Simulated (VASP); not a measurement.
A run of VASP 6.6.1 is set up as follows.

The input INCAR:

```
  PREC = Accurate
  ENCUT = 520
  EDIFF = 1E-7
  ISMEAR = -1
  SIGMA = 0.03
  LREAL = F
  LASPH = T
  NELM = 60
  ALGO = Normal
  ISIF = 2
  LWAVE = F
  LCHARG = F
  GGA = PE
  NBANDS = 13
```

The input KPOINTS:

```
Automatic mesh
0
Gamma
  10 10 10
```

POSCAR

```
O
1.0
    1.4233500000      0.8217715057      3.4083000000
   -1.4233500000      0.8217715057      3.4083000000
    0.0000000000     -1.6435430113      3.4083000000
O
2
Direct
    0.0577000000      0.0577000000      0.0577000000
    0.9423000000      0.9423000000      0.9423000000
```

Potentials or basis: VASP PAW PBE potentials, release 64 (O).

Run with:

```console
$ cat potpaw_PBE.64/O/POTCAR > POTCAR
$ mpirun -np 1 vasp_std > vasp.out
```

**Question.** Estimate the band gap on the k mesh.

**Answer.** Zero (bands 6 and 7 overlap by 1.29 eV).

**Question.** Predict the pressure.

**Answer.** 9.4 GPa.

**Question.** Predict the largest force.

**Answer.** 4.296 eV/Å.

Forces on the atoms (eV/Å):
```
O    0.000  0.000  4.296
O    0.000  0.000 -4.296
```

Caveat: the standard files for N, O and F lose accuracy on very short bonds; spin is off for a triplet molecule; the stress differs along the axes, from -6 to 41 GPa; this functional lacks dispersion, which holds the molecules together, so the pressure and a relaxed volume are unreliable; forces of over 1 eV/Å act on the atoms, so gaps and moduli don't describe the material at rest.
